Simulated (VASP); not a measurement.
## NaI: single point with PBE

The system is NaI.

```
Na I
1.0
     0.00000    3.26453    3.26453
     3.26453    0.00000    3.26453
     3.26453    3.26453    0.00000
Na I
1 1
Direct
  0.00000 0.00000 0.00000
  0.50000 0.50000 0.50000
```

```json
{"Program": "VASP 6.6.1", "Task": "single point", "Functional": "PBE", "Potentials or basis": "VASP PAW PBE potentials, release 64 (Na_pv, I)", "Cutoff": "520 eV", "k mesh": "6 × 6 × 6", "Occupations": "gaussian, width 0.02 eV", "Spin": "non-collinear spin, zero start, spin-orbit coupling", "Starting moments": "[[0.0, 0.0, 0.0], [0.0, 0.0, 0.0]] μB", "Dipole correction": "no", "k mesh for the DOS": "9 × 9 × 9", "Occupations for the DOS": "tetrahedron", "Further INCAR settings": "ALGO = Normal; EDIFF = 1e-06"}
```

- Net moment: 0.00 μB per cell
- Valence electrons inside the program's atomic spheres: Na 6.01; I 4.34

Moments on the atoms (μB; x, y, z):
```
Na  0.00 0.00 0.00
I   0.00 0.00 0.00
```

It took 66 s on 1 thread of AMD EPYC 9R45 96-Core Processor (Zen 5), on a shared host, peak memory 0.37 GiB.
